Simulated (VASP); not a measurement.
# Ag3BiAs (P4/nmm) in VASP: a series of runs

Runs on Ag3BiAs. Level: PBE. Tasks: single point, relaxation of cell and atoms.

All numbers are computed with VASP 6.6.1; they aren't measurements. Logs are shortened: lines on timing, memory, paths and dates and some standing lists are left out, and cuts for length are marked.

## Step 1: The cell of the first run

The structure is tetragonal, space group P4/nmm (No. 129). Conventional cell: a = 7.285 Å, b = 7.285 Å, c = 5.054 Å, α = 90.00°, β = 90.00°, γ = 90.00°. Within 3.4 Å of Ag (site symmetry 2/m) lie 2 Ag at 2.58 Å and 2 Bi at 3.04 Å. Ag (site symmetry -4m2) has 2 As at 2.53 Å and 4 Ag at 2.58 Å within 3.3 Å. Within 4.0 Å of Bi (site symmetry 4mm) lie 8 Ag at 3.04 to 3.98 Å and 4 As at 3.76 Å. As (site symmetry -4m2) has 2 Ag at 2.53 Å within 3.3 Å.

The cell was generated, and may not be a known phase.

## Step 2: Single point, PBE

Input file INCAR:

```
PREC = Accurate
ENCUT = 520
EDIFF = 1E-7
ISMEAR = 0
SIGMA = 0.2
LREAL = F
LASPH = T
NELM = 80
ALGO = Fast
ISIF = 2
LWAVE = F
LCHARG = F
GGA = PE
NBANDS = 64
```

Input file KPOINTS:

```
regular mesh
0
Gamma
  3 3 3
```

Input file POSCAR:

```
Ag3BiAs
1.0
    7.2847087162      0.0000000000      0.0000000000
    0.0000000000      7.2847087162      0.0000000000
    0.0000000000      0.0000000000      5.0543341871
Ag Bi As
6 2 2
Direct
    0.2500000000      0.7500000000      0.5000000000
    0.7500000000      0.2500000000      0.5000000000
    0.7500000000      0.7500000000      0.5000000000
    0.2500000000      0.2500000000      0.5000000000
    0.5000000000      0.5000000000      0.5000000000
    0.0000000000      0.0000000000      0.5000000000
    0.5000000000      0.0000000000      0.1816585127
    0.0000000000      0.5000000000      0.8183414873
    0.5000000000      0.5000000000      0.0000000000
    0.0000000000      0.0000000000      0.0000000000
```

Potentials or basis: VASP PAW PBE potentials, release 64 (Ag, Bi_d, As).

Started as:

```console
$ cat potpaw_PBE.64/Ag/POTCAR potpaw_PBE.64/Bi_d/POTCAR potpaw_PBE.64/As/POTCAR > POTCAR
$ mpirun -np 1 vasp_std > vasp.out
```

OUTCAR:

```text
PREC = Accurate
   ENCUT = 520
   EDIFF = 1E-7
   ISMEAR = 0
   LREAL = F
   LASPH = T
   NELM = 80
   ISIF = 2
   GGA = PE

 ion  position               nearest neighbor table
   1  0.250  0.750  0.500-   5 2.58   6 2.58   7 3.04   8 3.04
   2  0.750  0.250  0.500-   5 2.58   6 2.58   7 3.04   8 3.04
   3  0.750  0.750  0.500-   5 2.58   6 2.58   7 3.04   8 3.04
   4  0.250  0.250  0.500-   5 2.58   6 2.58   7 3.04   8 3.04
   5  0.500  0.500  0.500-   9 2.53   9 2.53   3 2.58   4 2.58   1 2.58   2 2.58
   6  0.000  0.000  0.500-  10 2.53  10 2.53   3 2.58   4 2.58   1 2.58   2 2.58
   7  0.500  0.000  0.182-   1 3.04   2 3.04   3 3.04   4 3.04
   8  0.000  0.500  0.818-   1 3.04   2 3.04   3 3.04   4 3.04
   9  0.500  0.500  0.000-   5 2.53   5 2.53
  10  0.000  0.000  0.000-   6 2.53   6 2.53

  LATTYP: Found a simple tetragonal cell.
 ALAT       =     7.2847087162
 C/A-ratio  =     0.6938279050

  Lattice vectors:

 A1 = (   7.2847087162,   0.0000000000,   0.0000000000)
 A2 = (   0.0000000000,   7.2847087162,   0.0000000000)
 A3 = (   0.0000000000,   0.0000000000,   5.0543341871)

Analysis of symmetry for initial positions (statically):
=====================================================================
 Subroutine PRICEL returns:
 Original cell was already a primitive cell.

 Routine SETGRP: Setting up the symmetry group for a
 simple tetragonal supercell.

 Subroutine GETGRP returns: Found 16 space group operations
 (whereof  8 operations were pure point group operations)
 out of a pool of 16 trial point group operations.

The static configuration has the point symmetry D_2d.
 The point group associated with its full space group is D_4h.

Analysis of symmetry for dynamics (positions and initial velocities):
=====================================================================
 Subroutine PRICEL returns:
 Original cell was already a primitive cell.

 Routine SETGRP: Setting up the symmetry group for a
 simple tetragonal supercell.

 Subroutine GETGRP returns: Found 16 space group operations
 (whereof  8 operations were pure point group operations)
 out of a pool of 16 trial point group operations.

The dynamic configuration has the point symmetry D_2d.
 The point group associated with its full space group is D_4h.

 Subroutine INISYM returns: Found 16 space group operations
 (whereof  8 operations are pure point group operations),
 and found     1 'primitive' translations

----------------------------------------------------------------------------------------

                                     Primitive cell

  volume of cell :     268.2183

  direct lattice vectors                    reciprocal lattice vectors
     7.284708716  0.000000000  0.000000000     0.137273848  0.000000000  0.000000000
     0.000000000  7.284708716  0.000000000     0.000000000  0.137273848  0.000000000
     0.000000000  0.000000000  5.054334187     0.000000000  0.000000000  0.197849996

  length of vectors
     7.284708716  7.284708716  5.054334187     0.137273848  0.137273848  0.197849996

  position of ions in fractional coordinates (direct lattice)
     0.250000000  0.750000000  0.500000000
     0.750000000  0.250000000  0.500000000
     0.750000000  0.750000000  0.500000000
     0.250000000  0.250000000  0.500000000
     0.500000000  0.500000000  0.500000000
     0.000000000  0.000000000  0.500000000
     0.500000000  0.000000000  0.181658513
     0.000000000  0.500000000  0.818341487
     0.500000000  0.500000000  0.000000000
     0.000000000  0.000000000  0.000000000

  ion indices of the primitive-cell ions
   primitive index   ion index
                 1           1
                 2           2
                 3           3
                 4           4
                 5           5
                 6           6
                 7           7
                 8           8
                 9           9
                10          10

----------------------------------------------------------------------------------------

 KPOINTS: regular mesh

Automatic generation of k-mesh.
 Grid dimensions read from file:
 generate k-points for:    3    3    3

 Generating k-lattice:

  Cartesian coordinates                     Fractional coordinates (reciprocal lattice)
     0.045757949  0.000000000  0.000000000     0.333333333  0.000000000  0.000000000
     0.000000000  0.045757949  0.000000000     0.000000000  0.333333333  0.000000000
     0.000000000  0.000000000  0.065949999     0.000000000  0.000000000  0.333333333

  Length of vectors
     0.045757949  0.045757949  0.065949999

  Shift w.r.t. Gamma in fractional coordinates (k-lattice)
     0.000000000  0.000000000  0.000000000

 Subroutine IBZKPT returns following result:
 ===========================================

 Found      6 irreducible k-points:

 Following reciprocal coordinates:
            Coordinates               Weight
  0.000000  0.000000  0.000000      1.000000
  0.333333  0.000000  0.000000      4.000000
  0.333333  0.333333  0.000000      4.000000
  0.000000  0.000000  0.333333      2.000000
  0.333333  0.000000  0.333333      8.000000
  0.333333  0.333333  0.333333      8.000000
   k-points           NKPTS =      6   k-points in BZ     NKDIM =      6   number of bands    NBANDS=     64
   number of dos      NEDOS =    301   number of ions     NIONS =     10
   total plane-waves  NPLWV = 116640
   dimension x,y,z NGX =    54 NGY =   54 NGZ =   40
   dimension x,y,z NGXF=   108 NGYF=  108 NGZF=   80
   ions per type =               6   2   2
   NGX,Y,Z   is equivalent  to a cutoff of  12.32, 12.32, 13.16 a.u.
   NGXF,Y,Z  is equivalent  to a cutoff of  24.65, 24.65, 26.31 a.u.
 SYSTEM =  unknown system
   PREC   = accura    normal or accurate (medium, high low for compatibility)
   ISTART =      0    job   : 0-new  1-cont  2-samecut
   ICHARG =      2    charge: 1-file 2-atom 10-const
   ISPIN  =      1    spin polarized calculation?
   LNONCOLLINEAR =      F non collinear calculations
   LSORBIT =      F    spin-orbit coupling
   LASPH  =      T    aspherical Exc in radial PAW
   ENCUT  =  520.0 eV  38.22 Ry    6.18 a.u.  13.54 13.54  9.40*2*pi/ulx,y,z
   NELM   =     80;   NELMIN=  2; NELMDL= -5     # of ELM steps
   EDIFF  = 0.1E-06   stopping-criterion for ELM
   LREAL  =      F    real-space projection
   EDIFFG = 0.1E-05   stopping-criterion for IOM
   NSW    =      0    number of steps for IOM
   IBRION =     -1    ionic relax: 0-MD 1-quasi-New 2-CG
   NFREE  =      0    steps in history (QN), initial steepest desc. (CG)
   ISIF   =      2    stress and relaxation
   ISYM   =      2    0-nonsym 1-usesym 2-fastsym
   POTIM  = 0.5000    time-step for ionic-motion
   TEBEG  =    0.0;   TEEND  =   0.0 temperature during run
   PSTRESS=    0.0 pullay stress
   NELECT =     106.0000    total number of electrons
   NUPDOWN=      -1.0000    fix difference up-down
   EMIN   =  10.00;   EMAX   =-10.00  energy-range for DOS
   EFERMI =   0.00;   METHOD = LEGACY
   ISMEAR =     0;   SIGMA  =   0.20  broadening in eV -4-tet -1-fermi 0-gaus
   EFERMI_NEDOS =   21; number of points for ismear=-14 and -15
   IALGO  =     68    algorithm
   IMIX   =      4    mixing-type and parameters
     AMIX     =   0.40;   BMIX     =  1.00
     AMIX_MAG =   1.60;   BMIX_MAG =  1.00
  volume/ion in A,a.u.               =      26.82       181.00
  Fermi-wavevector in a.u.,A,eV,Ry     =   1.201381  2.270280 19.637503  1.443316
  Thomas-Fermi vector in A             =   2.337191
   LORBIT       =      0    0 simple, 1 ext, 2 COOP (PROOUT), +10 PAW based schemes
   GGA     = PE    functional components
   LHFCALC =     F    Hartree Fock is set to
   AEXX    =    0.0000 exact exchange contribution
   IVDW    =     0    specifies the selected vdW correction
   LEPSILON=     F    determine dielectric tensor
   LRPA    =     F    only Hartree local field effects (RPA)
 non-spin polarized calculation
 RMM-DIIS sequential band-by-band and
 Gauss-broadening in eV      SIGMA  =   0.20
  energy-cutoff  :      520.00
  volume of cell :      268.22
 maximum number of plane-waves:      7275
 NGX is ok and might be reduce to    54
   NGX = 27   NGY = 27   NGZ = 19

 number of electron     105.9999965 magnetization

 Free energy of the ion-electron system (eV)
  ---------------------------------------------------
  ext. energy  EPLUGINS =         0.00000000
  ---------------------------------------------------
  free energy    TOTEN  =       -28.44281086 eV

  energy without entropy =      -28.30082721  energy(sigma->0) =      -28.37181904

 E-fermi :   4.6700     XC(G=0):  -9.7274

 val. band max:        4.5636250253   @ k =   0.0000   0.0000   0.0000
 cond. band min:       4.6764657786   @ k =   0.3333   0.0000   0.0000
 fundamental gap:      0.1128407533
 Fermi energy:         4.6699922460

 k-point     1 :       0.0000    0.0000    0.0000
  band No.  band energies     occupation
      1     -18.1200      2.00000
      2     -18.1165      2.00000
      3     -18.1011      2.00000
      4     -18.1009      2.00000
      5     -18.0464      2.00000
      6     -18.0464      2.00000
[... 56 lines left out ...]
     63       8.4693      0.00000
     64       8.4693      0.00000

 k-point     2 :       0.3333    0.0000    0.0000
  band No.  band energies     occupation
      1     -18.1191      2.00000
      2     -18.1174      2.00000
      3     -18.1010      2.00000
      4     -18.1009      2.00000
      5     -18.0459      2.00000
      6     -18.0459      2.00000
[... 56 lines left out ...]
     63       8.8661      0.00000
     64       9.2493      0.00000

 k-point     3 :       0.3333    0.3333    0.0000
  band No.  band energies     occupation
      1     -18.1187      2.00000
      2     -18.1178      2.00000
      3     -18.1009      2.00000
      4     -18.1009      2.00000
      5     -18.0464      2.00000
      6     -18.0458      2.00000
[... 56 lines left out ...]
     63       8.9626      0.00000
     64       9.0960      0.00000

 k-point     4 :       0.0000    0.0000    0.3333
  band No.  band energies     occupation
      1     -18.1194      2.00000
      2     -18.1170      2.00000
      3     -18.1013      2.00000
      4     -18.1006      2.00000
      5     -18.0467      2.00000
      6     -18.0467      2.00000
[... 56 lines left out ...]
     63       8.6818      0.00000
     64       8.7834      0.00000

 k-point     5 :       0.3333    0.0000    0.3333
  band No.  band energies     occupation
      1     -18.1188      2.00000
      2     -18.1176      2.00000
      3     -18.1011      2.00000
      4     -18.1007      2.00000
      5     -18.0462      2.00000
      6     -18.0462      2.00000
[... 56 lines left out ...]
     63       8.8939      0.00000
     64       9.4481      0.00000

 k-point     6 :       0.3333    0.3333    0.3333
  band No.  band energies     occupation
      1     -18.1185      2.00000
      2     -18.1179      2.00000
      3     -18.1010      2.00000
      4     -18.1008      2.00000
      5     -18.0467      2.00000
      6     -18.0461      2.00000
[... 56 lines left out ...]
     63       9.3557      0.00000
     64       9.5134      0.00000

------------------------ aborting loop because EDIFF is reached ----------------------------------------

  FORCE on cell =-STRESS in cart. coord.  units (eV):
  Direction    XX          YY          ZZ          XY          YZ          ZX
  --------------------------------------------------------------------------------------
  -------------------------------------------------------------------------------------
  Total       -0.0119280     -0.0119280      0.0888232      0.0000000      0.0000000      0.0000000
  in kB       -0.0712506     -0.0712506      0.5305775      0.0000000      0.0000000      0.0000000
  external PRESSURE =       0.1293587 kB  Pullay stress =       0.0000000 kB

 VOLUME and BASIS-vectors are now :
 -----------------------------------------------------------------------------
  energy-cutoff  :      520.00
  volume of cell :      268.22
      direct lattice vectors                 reciprocal lattice vectors
     7.284708716  0.000000000  0.000000000     0.137273848  0.000000000  0.000000000
     0.000000000  7.284708716  0.000000000     0.000000000  0.137273848  0.000000000
     0.000000000  0.000000000  5.054334187     0.000000000  0.000000000  0.197849996

 POSITION                                       TOTAL-FORCE (eV/Angst)
 -----------------------------------------------------------------------------------
      1.82118      5.46353      2.52717         0.000000      0.000000     -0.000000
      5.46353      1.82118      2.52717         0.000000     -0.000000     -0.000000
      5.46353      5.46353      2.52717         0.000000      0.000000      0.000000
      1.82118      1.82118      2.52717        -0.000000      0.000000      0.000000
      3.64235      3.64235      2.52717        -0.000000     -0.000000      0.000000
      0.00000      0.00000      2.52717        -0.000000      0.000000      0.000000
      3.64235      0.00000      0.91816        -0.000000     -0.000000     -0.002672
      0.00000      3.64235      4.13617        -0.000000     -0.000000      0.002672
      3.64235      3.64235      0.00000        -0.000000      0.000000      0.000000
      0.00000      0.00000      0.00000        -0.000000     -0.000000      0.000000
 -----------------------------------------------------------------------------------
    total drift:                                0.000000      0.000000     -0.000000

  FREE ENERGIE OF THE ION-ELECTRON SYSTEM (eV)
  ---------------------------------------------------
  free  energy   TOTEN  =       -28.4428108629 eV

  energy  without entropy=      -28.3008272092  energy(sigma->0) =      -28.37181904
```

It took 3.2 min on 1 thread of Intel Xeon Platinum 8259CL at 2.50GHz (Skylake/Cascade Lake), shared host; peak memory 0.38 GiB.

What came out:

| Item | Value |
| --- | --- |
| Free energy | -28.4428 eV |
| Pressure | 0.0 GPa |
| Band gap on the k mesh | zero (bands 53 and 54 overlap by 0.36 eV) |

Forces on the atoms (eV/Å):
```
Ag   0.000  0.000  0.000
Ag   0.000  0.000  0.000
Ag   0.000  0.000  0.000
Ag   0.000  0.000  0.000
Ag   0.000  0.000  0.000
Ag   0.000  0.000  0.000
Bi   0.000  0.000 -0.003
Bi   0.000  0.000  0.003
As   0.000  0.000  0.000
As   0.000  0.000  0.000
```

Caveat: the k points lie up to 0.41 Å⁻¹ apart; spin-orbit coupling is left out, which moves the levels of the heavy elements.

## Step 3: Relaxation of cell and atoms, PBE

This run uses another cell than the first one, of 28.33 Å³/atom.

Input file INCAR:

```
ALGO     = Fast           # electronic algorithm
EDIFF    = 1E-7           # SCF threshold, eV
EDIFFG   = -0.08          # ionic threshold
ENCUT    = 600            # plane-wave cutoff, eV
GGA      = PE             # functional
IBRION   = 2              # ionic algorithm
ISIF     = 3              # what is computed and relaxed
ISMEAR   = 0              # smearing method
LASPH    = T              # aspherical terms in the spheres
LCHARG   = F              # write CHGCAR
LREAL    = F              # projectors in reciprocal space
LWAVE    = F              # write WAVECAR
NELM     = 60             # most SCF steps
NSW      = 36             # ionic steps
PREC     = Accurate       # precision mode
SIGMA    = 0.2            # smearing width, eV
```

Input file KPOINTS:

```
k-points
0
Gamma
  3 3 3
```

Input file POSCAR:

```
Ag3BiAs
1.0
    6.7643854200      0.0000000000      0.0000000000
    0.0000000000      6.7643854200      0.0000000000
    0.0000000000      0.0000000000      6.1911206000
Ag Bi As
6 2 2
Direct
    0.2500000000      0.7500000000      0.5000000000
    0.7500000000      0.2500000000      0.5000000000
    0.7500000000      0.7500000000      0.5000000000
    0.2500000000      0.2500000000      0.5000000000
    0.5000000000      0.5000000000      0.5000000000
    0.0000000000      0.0000000000      0.5000000000
    0.5000000000      0.0000000000      0.0611660600
    0.0000000000      0.5000000000      0.9388339400
    0.5000000000      0.5000000000      0.0000000000
    0.0000000000      0.0000000000      0.0000000000
```

Potentials or basis: VASP PAW PBE potentials, release 64 (Ag, Bi_d, As).

Started as:

```console
$ cat potpaw_PBE.64/Ag/POTCAR potpaw_PBE.64/Bi_d/POTCAR potpaw_PBE.64/As/POTCAR > POTCAR
$ mpirun -np 1 vasp_std > vasp.out
```

Wall time 59 min (1 thread of Intel Xeon Platinum 8259CL at 2.50GHz (Skylake/Cascade Lake), shared host); peak memory 0.47 GiB.

Results (log left out):

```yaml
Free_energy: -28.4348 eV
Relaxed_volume: 26.82 Å³/atom
Relaxed_cell: a = 7.271 Å, b = 7.271 Å, c = 5.073 Å, α = 90.00°, β = 90.00°, γ = 90.00°
Space_group_after_relaxing_to_0.1_Å: P4/nmm (No. 129)
Energy_gained_by_relaxing: 359.3 meV/atom
Ionic_steps: 16
Pressure_after_relaxing: 0.1 GPa
Largest_force_after_relaxing: 0.039 eV/Å
Band_gap_on_the_k_mesh: zero (bands 53 and 54 overlap by 0.39 eV)
```

Forces in eV/Å, atoms in the order of the input:
```
Ag   0.000  0.000  0.000
Ag   0.000  0.000  0.000
Ag   0.000  0.000  0.000
Ag   0.000  0.000  0.000
Ag   0.000  0.000  0.000
Ag   0.000  0.000  0.000
Bi   0.000  0.000 -0.039
Bi   0.000  0.000  0.039
As   0.000  0.000  0.000
As   0.000  0.000  0.000
```

Stress tensor (GPa, compression positive):
```
 0.22  0.00  0.00
 0.00  0.22  0.00
 0.00  0.00 -0.13
```

Step by step:
```
step  energy change (eV)  largest force (eV/Å)  pressure (GPa)  volume (Å³)
   1              0.0000                0.5391            1.92       283.29
   2             -1.9077                0.6660           -3.79       295.50
   3             -2.2371                0.6403           -4.97       299.84
   4             -3.1892                0.4779           -0.44       263.15
   5             -3.1901                0.4856           -0.60       263.95
   6             -3.2393                0.5058            0.02       260.93
   7             -3.2582                0.5191            0.87       257.22
   8             -3.2905                0.5260            0.64       258.57
   9             -3.3549                0.5066            0.09       262.53
  10             -3.3285                0.3230           -0.52       270.34
  11             -3.3736                0.4619           -0.18       265.08
  12             -3.4208                0.4185           -0.27       265.91
  13             -3.5274                0.2664           -0.47       268.39
  14             -3.5769                0.1026           -0.56       273.30
  15             -3.5847                0.0011           -0.58       271.99
  16             -3.5925                0.0390            0.11       268.22
```

Final structure:
```
Ag Bi As
1.0
     7.27118    0.00000    0.00000
     0.00000    7.27118    0.00000
     0.00000    0.00000    5.07327
Ag Bi As
6 2 2
Cartesian
  1.8178 5.4534 2.5366
  5.4534 1.8178 2.5366
  5.4534 5.4534 2.5366
  1.8178 1.8178 2.5366
  3.6356 3.6356 2.5366
  0.0000 0.0000 2.5366
  3.6356 0.0000 0.9356
  0.0000 3.6356 4.1377
  3.6356 3.6356 0.0000
  0.0000 0.0000 0.0000
```

Levels at points of the mesh, in eV from the Fermi level:
```tsv
k point	band 49	band 50	band 51	band 52	band 53	band 54	band 55	band 56	band 57	band 58
(0.00, 0.00, 0.00)	-2.22	-1.76	-1.16	-0.24	-0.12	0.73	0.73	1.37	1.37	1.53
```

Caveat: a cell axis changed by over 15 % at a fixed basis, so the end point is rough; spin-orbit coupling is left out, which moves the levels of the heavy elements; the relaxation stopped at a loose force limit of 0.08 eV/Å, so its end isn't a converged minimum.

The gap in the log of VASP goes by the Fermi energy; the results here count the filled bands.